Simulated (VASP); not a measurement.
## CuO (rock salt type): single point with PBE

CuO (rock salt type):

```
CELL_PARAMETERS angstrom
0.00000 2.09316 2.09316
2.09316 0.00000 2.09316
2.09316 2.09316 0.00000
ATOMIC_POSITIONS crystal
Cu 0.00000 0.00000 0.00000
O 0.50000 0.50000 0.50000
```

| Property | Result |
| --- | --- |
| Program | VASP 6.6.1 |
| Task | single point |
| Functional | PBE |
| Potentials or basis | VASP PAW PBE potentials, release 64 (Cu, O) |
| Cutoff | 520 eV |
| k mesh | 22 × 22 × 22 |
| Occupations | fermi-dirac, width 0.0612256 eV |
| Spin | no spin polarisation |
| Dipole correction | no |
| Further INCAR settings | ALGO = Normal; EDIFF = 1e-07; NBANDS = 16 |

The pressure is 8.4 GPa.

Levels at points of the mesh, in eV from the Fermi level:
```
           k point  band 6  band 7  band 8  band 9  band 10  band 11  band 12  band 13
(0.00, 0.00, 0.00)   -2.50   -2.50   -2.31   -2.31     1.58    18.27    18.89    18.89
(0.50, 0.00, 0.00)   -1.92   -1.47    0.76    0.76     5.78     9.91    13.95    13.95
(0.50, 0.50, 0.00)   -1.99   -1.72   -1.72   -1.50     5.81    10.81    12.17    16.54
```

Wall time 76 s on 1 thread of AMD EPYC 9R45 96-Core Processor (Zen 5), with other jobs on the host, peak memory 0.19 GiB.

Caveat: an odd number of electrons without spin polarisation forces a metal; a magnetic or distorted state may lie lower; semilocal functionals often make such compounds metallic where correlation or magnetic order opens a gap, which also shifts bond lengths. With open d or f shells a metallic result of PBE can be an artefact of self-interaction; +U or a hybrid may open a gap.
